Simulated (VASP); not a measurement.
# Fe (Im-3m) in VASP: a series of runs, part 2 of 2

VASP 6.6.1. The steps go on from the part before.

**3. Single point, b88 exchange, pbe correlation, collinear spin, ferromagnetic start**

INCAR

```
SYSTEM = Fe
PREC = Accurate
ENCUT = 690
EDIFF = 1E-6
ISMEAR = -1
SIGMA = 0.05
LREAL = .False.
LASPH = .True.
NELM = 200
ALGO = Normal
ISIF = 2
LWAVE = .False.
LCHARG = .False.
ISPIN = 2
MAGMOM = 3
LORBIT = 11
LMAXMIX = 4
GGA = LIBXC
LIBXC1 = GGA_X_B88
LIBXC2 = GGA_C_PBE
NBANDS = 18
GGA_COMPAT = .False.
```

KPOINTS

```
Automatic mesh
0
Gamma
  13 13 13
  0 0 0
```

POSCAR

```
Fe
1.0
   -1.4430000000      1.4430000000      1.4430000000
    1.4430000000     -1.4430000000      1.4430000000
    1.4430000000      1.4430000000     -1.4430000000
Fe
1
Direct
    0.0000000000      0.0000000000      0.0000000000
```

Potentials or basis: VASP PAW PBE potentials, release 64 (Fe_sv).

On the command line:

```bash
$ cat potpaw_PBE.64/Fe_sv/POTCAR > POTCAR
$ mpirun -np 1 vasp_std > vasp.out
```

OUTCAR:

```text
SYSTEM = Fe
   PREC = Accurate
   ENCUT = 690
   EDIFF = 1E-6
   ISMEAR = -1
   LREAL = .False.
   LASPH = .True.
   NELM = 200
   ISIF = 2
   ISPIN = 2
   LORBIT = 11
   GGA = LIBXC

 ion  position               nearest neighbor table
   1  0.000  0.000  0.000-

  LATTYP: Found a body centered cubic cell.
 ALAT       =     2.8860000000

  Lattice vectors:

 A1 = (  -1.4430000000,   1.4430000000,   1.4430000000)
 A2 = (   1.4430000000,  -1.4430000000,   1.4430000000)
 A3 = (   1.4430000000,   1.4430000000,  -1.4430000000)

Analysis of symmetry for initial positions (statically):
=====================================================================
 Subroutine PRICEL returns:
 Original cell was already a primitive cell.

 Routine SETGRP: Setting up the symmetry group for a
 body centered cubic supercell.

 Subroutine GETGRP returns: Found 48 space group operations
 (whereof 48 operations were pure point group operations)
 out of a pool of 48 trial point group operations.

The static configuration has the point symmetry O_h .

Analysis of symmetry for dynamics (positions and initial velocities):
=====================================================================
 Subroutine PRICEL returns:
 Original cell was already a primitive cell.

 Routine SETGRP: Setting up the symmetry group for a
 body centered cubic supercell.

 Subroutine GETGRP returns: Found 48 space group operations
 (whereof 48 operations were pure point group operations)
 out of a pool of 48 trial point group operations.

The dynamic configuration has the point symmetry O_h .

Analysis of structural, dynamic, and magnetic symmetry:
=====================================================================
 Subroutine PRICEL returns:
 Original cell was already a primitive cell.

 Routine SETGRP: Setting up the symmetry group for a
 body centered cubic supercell.

 Subroutine GETGRP returns: Found 48 space group operations
 (whereof 48 operations were pure point group operations)
 out of a pool of 48 trial point group operations.

The overall configuration has the point symmetry O_h .

 Subroutine INISYM returns: Found 48 space group operations
 (whereof 48 operations are pure point group operations),
 and found     1 'primitive' translations

----------------------------------------------------------------------------------------

                                     Primitive cell

  volume of cell :      12.0187

  direct lattice vectors                    reciprocal lattice vectors
    -1.443000000  1.443000000  1.443000000     0.000000000  0.346500347  0.346500347
     1.443000000 -1.443000000  1.443000000     0.346500347  0.000000000  0.346500347
     1.443000000  1.443000000 -1.443000000     0.346500347  0.346500347  0.000000000

  length of vectors
     2.499349315  2.499349315  2.499349315     0.490025489  0.490025489  0.490025489

  position of ions in fractional coordinates (direct lattice)
     0.000000000  0.000000000  0.000000000

  ion indices of the primitive-cell ions
   primitive index   ion index
                 1           1

[... 32 lines left out ...]
  0.307692  0.000000  0.000000     12.000000
  0.384615  0.000000  0.000000     12.000000
[... 16 lines left out ...]
  0.153846  0.076923  0.076923     24.000000
  0.230769  0.076923  0.076923     24.000000
 [... further k-points ...]
   k-points           NKPTS =     84   k-points in BZ     NKDIM =     84   number of bands    NBANDS=     18
   number of dos      NEDOS =    301   number of ions     NIONS =      1
   total plane-waves  NPLWV =  13824
   dimension x,y,z NGX =    24 NGY =   24 NGZ =   24
   dimension x,y,z NGXF=    48 NGYF=   48 NGZF=   48
   ions per type =               1
   NGX,Y,Z   is equivalent  to a cutoff of  15.96, 15.96, 15.96 a.u.
   NGXF,Y,Z  is equivalent  to a cutoff of  31.93, 31.93, 31.93 a.u.
 SYSTEM =  Fe
   PREC   = accura    normal or accurate (medium, high low for compatibility)
   ISTART =      0    job   : 0-new  1-cont  2-samecut
   ICHARG =      2    charge: 1-file 2-atom 10-const
   ISPIN  =      2    spin polarized calculation?
   LNONCOLLINEAR =      F non collinear calculations
   LSORBIT =      F    spin-orbit coupling
   LASPH  =      T    aspherical Exc in radial PAW
   ENCUT  =  690.0 eV  50.71 Ry    7.12 a.u.   5.35  5.35  5.35*2*pi/ulx,y,z
   NELM   =    200;   NELMIN=  2; NELMDL= -5     # of ELM steps
   EDIFF  = 0.1E-05   stopping-criterion for ELM
   LREAL  =      F    real-space projection
   EDIFFG = 0.1E-04   stopping-criterion for IOM
   NSW    =      0    number of steps for IOM
   IBRION =     -1    ionic relax: 0-MD 1-quasi-New 2-CG
   NFREE  =      0    steps in history (QN), initial steepest desc. (CG)
   ISIF   =      2    stress and relaxation
   ISYM   =      2    0-nonsym 1-usesym 2-fastsym
   POTIM  = 0.5000    time-step for ionic-motion
   TEBEG  =    0.0;   TEEND  =   0.0 temperature during run
   PSTRESS=    0.0 pullay stress
   NELECT =      16.0000    total number of electrons
   NUPDOWN=      -1.0000    fix difference up-down
   EMIN   =  10.00;   EMAX   =-10.00  energy-range for DOS
   EFERMI =   0.00;   METHOD = LEGACY
   ISMEAR =    -1;   SIGMA  =   0.05  broadening in eV -4-tet -1-fermi 0-gaus
   EFERMI_NEDOS =   21; number of points for ismear=-14 and -15
   IALGO  =     38    algorithm
   IMIX   =      4    mixing-type and parameters
     AMIX     =   0.40;   BMIX     =  1.00
     AMIX_MAG =   1.60;   BMIX_MAG =  1.00
  volume/ion in A,a.u.               =      12.02        81.11
  Fermi-wavevector in a.u.,A,eV,Ry     =   1.800923  3.403251 44.128101  3.243324
  Thomas-Fermi vector in A             =   2.861551
   LORBIT       =     11    0 simple, 1 ext, 2 COOP (PROOUT), +10 PAW based schemes
   GGA     = LIBXC    functional components
   LHFCALC =     F    Hartree Fock is set to
   AEXX    =    0.0000 exact exchange contribution
   IVDW    =     0    specifies the selected vdW correction
   LEPSILON=     F    determine dielectric tensor
   LRPA    =     F    only Hartree local field effects (RPA)
 spin polarized calculation
  energy-cutoff  :      690.00
  volume of cell :       12.02
 maximum number of plane-waves:       531
 NGX is ok and might be reduce to    24
   NGX = 11   NGY = 11   NGZ = 11

 number of electron      15.9999991 magnetization       2.2354998

 Free energy of the ion-electron system (eV)
  ---------------------------------------------------
  ext. energy  EPLUGINS =         0.00000000
  ---------------------------------------------------
  free energy    TOTEN  =        -8.22705716 eV

  energy without entropy =       -8.21700984  energy(sigma->0) =       -8.22203350

 E-fermi :  11.1395     XC(G=0): -13.3938

 val. band max:       11.1314364087   @ k =  -0.4615  -0.4615   0.3846
 cond. band min:      11.1435023663   @ k =   0.3077   0.0769  -0.0000
 fundamental gap:      0.0120659576
 Fermi energy:        11.1394532024

 spin component 1

 k-point     1 :       0.0000    0.0000    0.0000
  band No.  band energies     occupation
      1     -76.8370      1.00000
      2     -42.6981      1.00000
      3     -42.6981      1.00000
      4     -42.6981      1.00000
      5       3.0141      1.00000
      6       8.9695      1.00000
[... 493 lines left out ...]
     17      44.5730      0.00000
     18      47.8605      0.00000

 [... further k-points ...]

 spin component 2

 k-point     1 :       0.0000    0.0000    0.0000
  band No.  band energies     occupation
      1     -74.1424      1.00000
      2     -40.0532      1.00000
      3     -40.0532      1.00000
      4     -40.0532      1.00000
      5       3.1720      1.00000
      6      10.9104      0.98985
[... 493 lines left out ...]
     17      44.8888      0.00000
     18      48.3624      0.00000

 [... further k-points ...]
[... 5 lines left out ...]
  --------------------------------------------------------------------------------------
  -------------------------------------------------------------------------------------
  Total       -0.8565120     -0.8565120     -0.8565120      0.0000000     -0.0000000      0.0000000
  in kB     -114.1786856   -114.1786856   -114.1786856      0.0000000     -0.0000000      0.0000000
  external PRESSURE =    -114.1786856 kB  Pullay stress =       0.0000000 kB

 VOLUME and BASIS-vectors are now :
 -----------------------------------------------------------------------------
  energy-cutoff  :      690.00
  volume of cell :       12.02
      direct lattice vectors                 reciprocal lattice vectors
    -1.443000000  1.443000000  1.443000000     0.000000000  0.346500347  0.346500347
     1.443000000 -1.443000000  1.443000000     0.346500347  0.000000000  0.346500347
     1.443000000  1.443000000 -1.443000000     0.346500347  0.346500347  0.000000000

 POSITION                                       TOTAL-FORCE (eV/Angst)
 -----------------------------------------------------------------------------------
      0.00000      0.00000      0.00000         0.000000     -0.000000      0.000000
 -----------------------------------------------------------------------------------
    total drift:                                0.000000      0.000000      0.000000

  FREE ENERGIE OF THE ION-ELECTRON SYSTEM (eV)
  ---------------------------------------------------
  free  energy   TOTEN  =        -8.2270571647 eV

  energy  without entropy=       -8.2170098450  energy(sigma->0) =       -8.22203350

 total charge

# of ion       s       p       d       tot
------------------------------------------
    1        2.178   6.027   5.517  13.723

 magnetization (x)

# of ion       s       p       d       tot
------------------------------------------
    1       -0.001  -0.008   2.258   2.248
```

stdout:

```text
POSCAR found type information on POSCAR Fe
 POSCAR found :  1 types and       1 ions
 scaLAPACK will be used
 -----------------------------------------------------------------------------
|                                                                             |
|                                                                             |
|     You enforced a specific xc type in the INCAR file but a different       |
|     I HOPE YOU KNOW WHAT YOU ARE DOING!                                     |
|                                                                             |
 -----------------------------------------------------------------------------

 LDA part: xc-table for (None,None), standard interpolation
 POSCAR, INCAR and KPOINTS ok, starting setup
 FFT: planning ... GRIDC
 FFT: planning ... GRID_SOFT
 FFT: planning ... GRID
 WAVECAR not read
 entering main loop
```

Run time: 19 s. Hardware: 1 thread of Intel Xeon 6975P-C (Granite Rapids), shared host; peak memory 0.17 GiB.

Results:

```
Free energy                                           : -8.2271 eV
Pressure                                              : -11.4 GPa
Net moment                                            : 2.24 μB per cell
Site moments                                          : Fe +2.25 μB
Valence electrons inside the program's atomic spheres : Fe 13.72
```

Levels at points of the mesh, in eV from the Fermi level:
Spin up:
```tsv
k point	band 5	band 6	band 7	band 8	band 9	band 10	band 11	band 12	band 13	band 14
(0.00, 0.00, 0.00)	-8.13	-2.17	-2.17	-2.17	-1.07	-1.07	24.03	24.03	24.03	29.12
```
Spin down:
```
           k point  band 4  band 5  band 6  band 7  band 8  band 9  band 10  band 11
(0.00, 0.00, 0.00)  -51.19   -7.97   -0.23   -0.23   -0.23    1.75     1.75    23.78
```

Caveat: the cell stands under tension; the PAW data sets were made with another functional, which shifts forces and pressure a little.
